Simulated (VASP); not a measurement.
# Ta (P6_3/mmc) in VASP: notebook

Runs on Ta. Level: r2SCAN. Tasks: single point.

All numbers are computed with VASP 6.6.1; they aren't measurements. Logs are shortened: lines on timing, memory, paths and dates and some standing lists are left out, and cuts for length are marked.

### Step 1. The cell of the first run

Symmetry: P6_3/mmc, No. 194, hexagonal system. Conventional cell: a = 2.900 Å, b = 2.900 Å, c = 5.270 Å, α = 90.00°, β = 90.00°, γ = 120.00°. Ta (site symmetry -6m2) has 12 Ta at 2.90 to 3.12 Å within 3.8 Å.

### Step 2. Single point, r2SCAN (strain +0.0200 x Voigt [0, 0, 1, 0, 0, 0])

File POSCAR:

```
Ta
1.0
    2.9003720726      0.0000000000      0.0000000000
   -1.4501860363      2.5117958953      0.0000000000
    0.0000000000      0.0000000000      5.2695994800
Ta
2
Direct
    0.6666666667      0.3333333333      0.7500000000
    0.3333333333      0.6666666667      0.2500000000
```

File INCAR.step1:

```
SYSTEM = Ta
ALGO     = Normal         ! electronic algorithm
EDIFF    = 1E-4           ! SCF threshold, eV
ENCUT    = 520            ! plane-wave cutoff, eV
GGA      = PE             ! functional
ISMEAR   = 0              ! smearing method
LASPH    = .TRUE.         ! aspherical terms in the spheres
LCHARG   = .FALSE.        ! write CHGCAR
LREAL    = .FALSE.        ! projectors in reciprocal space
LWAVE    = .TRUE.         ! write WAVECAR
NBANDS   = 18             ! bands
NELM     = 80             ! most SCF steps
PREC     = Accurate       ! precision mode
SIGMA    = 0.15           ! smearing width, eV
```

File INCAR.step2:

```
SYSTEM = Ta
ALGO     = Normal         ! electronic algorithm
EDIFF    = 1E-6           ! SCF threshold, eV
ENCUT    = 520            ! plane-wave cutoff, eV
ISIF     = 2              ! what is computed and relaxed
ISMEAR   = 0              ! smearing method
ISTART   = 1            
LASPH    = .TRUE.         ! aspherical terms in the spheres
LCHARG   = .FALSE.        ! write CHGCAR
LMIXTAU  = .TRUE.       
LREAL    = .FALSE.        ! projectors in reciprocal space
LWAVE    = .FALSE.        ! write WAVECAR
METAGGA  = R2SCAN         ! meta-GGA
NBANDS   = 18             ! bands
NELM     = 80             ! most SCF steps
PREC     = Accurate       ! precision mode
SIGMA    = 0.15           ! smearing width, eV
```

File KPOINTS:

```
k-points
0
G
  18 18 10
  0 0 0
```

Potentials or basis: VASP PAW PBE potentials, release 64 (Ta_pv).

The run is started by

```sh
> cat potpaw_PBE.64/Ta_pv/POTCAR > POTCAR
> cp INCAR.step1 INCAR
> mpirun -np 1 vasp_std > vasp.out
> cp INCAR.step2 INCAR
> mpirun -np 1 vasp_std > vasp.out
```

OUTCAR:

```text
SYSTEM = Ta
   EDIFF = 1E-6
   ENCUT = 520
   ISIF = 2
   ISMEAR = 0
   ISTART = 1
   LASPH = .TRUE.
   LREAL = .FALSE.
   METAGGA = R2SCAN
   NELM = 80
   PREC = Accurate

 ion  position               nearest neighbor table
   1  0.667  0.333  0.750-   2 3.12   2 3.12   2 3.12   2 3.12   2 3.12   2 3.12
   2  0.333  0.667  0.250-   1 3.12   1 3.12   1 3.12   1 3.12   1 3.12   1 3.12

  LATTYP: Found a hexagonal cell.
 ALAT       =     2.9003720726
 C/A-ratio  =     1.8168701629

  Lattice vectors:

 A1 = (   2.9003720726,   0.0000000000,   0.0000000000)
 A2 = (  -1.4501860363,   2.5117958953,   0.0000000000)
 A3 = (   0.0000000000,   0.0000000000,   5.2695994800)

Analysis of symmetry for initial positions (statically):
=====================================================================
 Subroutine PRICEL returns:
 Original cell was already a primitive cell.

 Routine SETGRP: Setting up the symmetry group for a
 hexagonal supercell.

 Subroutine GETGRP returns: Found 24 space group operations
 (whereof 12 operations were pure point group operations)
 out of a pool of 24 trial point group operations.

The static configuration has the point symmetry D_3d.
 The point group associated with its full space group is D_6h.

Analysis of symmetry for dynamics (positions and initial velocities):
=====================================================================
 Subroutine PRICEL returns:
 Original cell was already a primitive cell.

 Routine SETGRP: Setting up the symmetry group for a
 hexagonal supercell.

 Subroutine GETGRP returns: Found 24 space group operations
 (whereof 12 operations were pure point group operations)
 out of a pool of 24 trial point group operations.

The dynamic configuration has the point symmetry D_3d.
 The point group associated with its full space group is D_6h.

 Subroutine INISYM returns: Found 24 space group operations
 (whereof 12 operations are pure point group operations),
 and found     1 'primitive' translations

----------------------------------------------------------------------------------------

                                     Primitive cell

  volume of cell :      38.3898

  direct lattice vectors                    reciprocal lattice vectors
     2.900372073  0.000000000  0.000000000     0.344783350  0.199060760  0.000000000
    -1.450186036  2.511795895  0.000000000     0.000000000  0.398121520  0.000000000
     0.000000000  0.000000000  5.269599480     0.000000000  0.000000000  0.189767743

  length of vectors
     2.900372073  2.900372073  5.269599480     0.398121520  0.398121520  0.189767743

  position of ions in fractional coordinates (direct lattice)
     0.666666667  0.333333333  0.750000000
     0.333333333  0.666666667  0.250000000

  ion indices of the primitive-cell ions
   primitive index   ion index
                 1           1
                 2           2

----------------------------------------------------------------------------------------

 KPOINTS: k-points

Automatic generation of k-mesh.
 Grid dimensions read from file:
 generate k-points for:   18   18   10

 Generating k-lattice:

  Cartesian coordinates                     Fractional coordinates (reciprocal lattice)
     0.019154631  0.011058931  0.000000000     0.055555556  0.000000000  0.000000000
     0.000000000  0.022117862  0.000000000     0.000000000  0.055555556  0.000000000
     0.000000000  0.000000000  0.018976774     0.000000000  0.000000000  0.100000000

  Length of vectors
     0.022117862  0.022117862  0.018976774

  Shift w.r.t. Gamma in fractional coordinates (k-lattice)
     0.000000000  0.000000000  0.000000000

 Subroutine IBZKPT returns following result:
 ===========================================

 Found    222 irreducible k-points:

 Following reciprocal coordinates:
            Coordinates               Weight
  0.000000  0.000000  0.000000      1.000000
  0.055556  0.000000  0.000000      6.000000
  0.111111  0.000000  0.000000      6.000000
  0.166667  0.000000  0.000000      6.000000
  0.222222 -0.000000  0.000000      6.000000
  0.277778  0.000000  0.000000      6.000000
[... 16 lines left out ...]
  0.333333  0.111111  0.000000     12.000000
  0.388889  0.111111  0.000000     12.000000
 [... further k-points ...]
   k-points           NKPTS =    222   k-points in BZ     NKDIM =    222   number of bands    NBANDS=     18
   number of dos      NEDOS =    301   number of ions     NIONS =      2
   total plane-waves  NPLWV =  23040
   dimension x,y,z NGX =    24 NGY =   24 NGZ =   40
   dimension x,y,z NGXF=    48 NGYF=   48 NGZF=   80
   ions per type =               2
   NGX,Y,Z   is equivalent  to a cutoff of  13.76, 13.76, 12.62 a.u.
   NGXF,Y,Z  is equivalent  to a cutoff of  27.51, 27.51, 25.24 a.u.
 SYSTEM =  Ta
   PREC   = accura    normal or accurate (medium, high low for compatibility)
   ISTART =      1    job   : 0-new  1-cont  2-samecut
   ICHARG =      0    charge: 1-file 2-atom 10-const
   ISPIN  =      1    spin polarized calculation?
   LNONCOLLINEAR =      F non collinear calculations
   LSORBIT =      F    spin-orbit coupling
   LASPH  =      T    aspherical Exc in radial PAW
   ENCUT  =  520.0 eV  38.22 Ry    6.18 a.u.   5.39  5.39  9.80*2*pi/ulx,y,z
   NELM   =     80;   NELMIN=  2; NELMDL=  0     # of ELM steps
   EDIFF  = 0.1E-05   stopping-criterion for ELM
   LREAL  =      F    real-space projection
   EDIFFG = 0.1E-04   stopping-criterion for IOM
   NSW    =      0    number of steps for IOM
   IBRION =     -1    ionic relax: 0-MD 1-quasi-New 2-CG
   NFREE  =      0    steps in history (QN), initial steepest desc. (CG)
   ISIF   =      2    stress and relaxation
   ISYM   =      2    0-nonsym 1-usesym 2-fastsym
   POTIM  = 0.5000    time-step for ionic-motion
   TEBEG  =    0.0;   TEEND  =   0.0 temperature during run
   PSTRESS=    0.0 pullay stress
   NELECT =      22.0000    total number of electrons
   NUPDOWN=      -1.0000    fix difference up-down
   EMIN   =  10.00;   EMAX   =-10.00  energy-range for DOS
   EFERMI =   0.00;   METHOD = LEGACY
   ISMEAR =     0;   SIGMA  =   0.15  broadening in eV -4-tet -1-fermi 0-gaus
   EFERMI_NEDOS =   21; number of points for ismear=-14 and -15
   IALGO  =     38    algorithm
   IMIX   =      4    mixing-type and parameters
     AMIX     =   0.40;   BMIX     =  1.00
     AMIX_MAG =   1.60;   BMIX_MAG =  1.00
  volume/ion in A,a.u.               =      19.19       129.53
  Fermi-wavevector in a.u.,A,eV,Ry     =   1.359807  2.569662 25.158182  1.849074
  Thomas-Fermi vector in A             =   2.486523
   LORBIT       =      0    0 simple, 1 ext, 2 COOP (PROOUT), +10 PAW based schemes
   METAGGA = R2SCAN    functional components
   LHFCALC =     F    Hartree Fock is set to
   AEXX    =    0.0000 exact exchange contribution
   IVDW    =     0    specifies the selected vdW correction
   LEPSILON=     F    determine dielectric tensor
   LRPA    =     F    only Hartree local field effects (RPA)
 non-spin polarized calculation
 Gauss-broadening in eV      SIGMA  =   0.15
  energy-cutoff  :      520.00
  volume of cell :       38.39
 maximum number of plane-waves:      1076
 NGX is ok and might be reduce to    24
   NGX = 11   NGY = 11   NGZ = 19

 number of electron      21.9999997 magnetization

 Free energy of the ion-electron system (eV)
  ---------------------------------------------------
  ext. energy  EPLUGINS =         0.00000000
  ---------------------------------------------------
  free energy    TOTEN  =       -96.53506229 eV

  energy without entropy =      -96.50608666  energy(sigma->0) =      -96.52057448

 E-fermi :   5.2666     XC(G=0): -13.3814

 val. band max:        5.2606230160   @ k =   0.1667   0.0556   0.4000
 cond. band min:       5.2694567252   @ k =   0.2778   0.1111   0.4000
 fundamental gap:      0.0088337092
 Fermi energy:         5.2665872734

 k-point     1 :       0.0000    0.0000    0.0000
  band No.  band energies     occupation
      1     -30.5051      2.00000
      2     -29.7523      2.00000
      3     -29.5682      2.00000
      4     -29.5682      2.00000
      5     -29.4981      2.00000
      6     -29.4981      2.00000
[... 10 lines left out ...]
     17      10.6731      0.00000
     18      10.6732      0.00000

 k-point     2 :       0.0556    0.0000    0.0000
  band No.  band energies     occupation
      1     -30.4954      2.00000
      2     -29.7528      2.00000
      3     -29.6019      2.00000
      4     -29.5771      2.00000
      5     -29.5326      2.00000
      6     -29.5044      2.00000
[... 10 lines left out ...]
     17      10.7191      0.00000
     18      10.9097      0.00000

 k-point     3 :       0.1111    0.0000    0.0000
  band No.  band energies     occupation
      1     -30.4669      2.00000
      2     -29.7545      2.00000
      3     -29.6987      2.00000
      4     -29.6307      2.00000
      5     -29.6023      2.00000
      6     -29.5228      2.00000
[... 10 lines left out ...]
     17      10.8195      0.00000
     18      11.4842      0.00000

 k-point     4 :       0.1667    0.0000    0.0000
  band No.  band energies     occupation
      1     -30.4217      2.00000
      2     -29.8457      2.00000
      3     -29.7774      2.00000
      4     -29.7584      2.00000
      5     -29.6403      2.00000
      6     -29.5514      2.00000
[... 375 lines left out ...]
      4     -29.8340      2.00000
      5     -29.8025      2.00000
      6     -29.7300      2.00000
[... 10 lines left out ...]
     17      10.8913      0.00000
     18      13.4255      0.00000

 k-point    23 :       0.3333    0.1111    0.0000
  band No.  band energies     occupation
      1     -30.4933      2.00000
      2     -30.4070      2.00000
      3     -30.1433      2.00000
      4     -29.8817      2.00000
      5     -29.8268      2.00000
      6     -29.7668      2.00000
[... 10 lines left out ...]
     17      11.9527      0.00000
     18      13.9502      0.00000

 k-point    24 :       0.3889    0.1111    0.0000
  band No.  band energies     occupation
      1     -30.5726      2.00000
      2     -30.4764      2.00000
      3     -30.0931      2.00000
      4     -29.9125      2.00000
      5     -29.8511      2.00000
      6     -29.7907      2.00000
[... 10 lines left out ...]
     17      12.8114      0.00000
     18      14.4001      0.00000

 [... further k-points ...]
[... 5 lines left out ...]
  --------------------------------------------------------------------------------------
  -------------------------------------------------------------------------------------
  Total       -1.1217544     -1.1217544     -2.1551668      0.0000000      0.0000000      0.0000000
  in kB      -46.8158248    -46.8158248    -89.9447466      0.0000000      0.0000000      0.0000000
  external PRESSURE =     -61.1921321 kB  Pullay stress =       0.0000000 kB

 VOLUME and BASIS-vectors are now :
 -----------------------------------------------------------------------------
  energy-cutoff  :      520.00
  volume of cell :       38.39
      direct lattice vectors                 reciprocal lattice vectors
     2.900372073  0.000000000  0.000000000     0.344783350  0.199060760  0.000000000
    -1.450186036  2.511795895  0.000000000     0.000000000  0.398121520  0.000000000
     0.000000000  0.000000000  5.269599480     0.000000000  0.000000000  0.189767743

 POSITION                                       TOTAL-FORCE (eV/Angst)
 -----------------------------------------------------------------------------------
      1.45019      0.83727      3.95220         0.000000      0.000000      0.000000
     -0.00000      1.67453      1.31740        -0.000000     -0.000000      0.000000
 -----------------------------------------------------------------------------------
    total drift:                               -0.000000      0.000000     -0.000000

  FREE ENERGIE OF THE ION-ELECTRON SYSTEM (eV)
  ---------------------------------------------------
  free  energy   TOTEN  =       -96.5350622930 eV

  energy  without entropy=      -96.5060866584  energy(sigma->0) =      -96.52057448
```

Run time: 9.4 min. Hardware: 1 thread of Intel Xeon 8259CL, shared host; peak memory 0.27 GiB.

What came out:

* Free energy: -96.5351 eV
* Pressure: -6.1 GPa
* Band gap on the k mesh: zero (band 11 reaches 6.65 eV, above the bottom of band 12 at 4.51 eV)

Levels at points of the mesh, in eV from the Fermi level:
```
           k point  band 7  band 8  band 9  band 10  band 11  band 12  band 13  band 14  band 15  band 16
(0.00, 0.00, 0.00)   -8.51   -5.13   -0.74    -0.55     0.75     0.75     1.27     1.27     3.39     3.39
(0.50, 0.00, 0.00)   -4.14   -3.93   -3.35    -0.55    -0.42     0.42     1.24     5.67     6.70     6.94
(0.00, 0.00, 0.50)   -6.70   -6.70   -1.36    -1.36     0.82     0.82     0.82     0.82     4.69     4.69
(0.50, 0.00, 0.50)   -4.39   -4.39   -2.35    -2.35     1.38     1.38     2.92     2.92     5.52     5.52
```

Caveat: the cell differs from its parent crystal (strain +0.0200 x Voigt [0, 0, 1, 0, 0, 0]); the PAW data sets were made with another functional, which shifts forces and pressure a little; spin-orbit coupling is left out, which moves the levels of the heavy elements.

(Continued in part 2 of 2.)
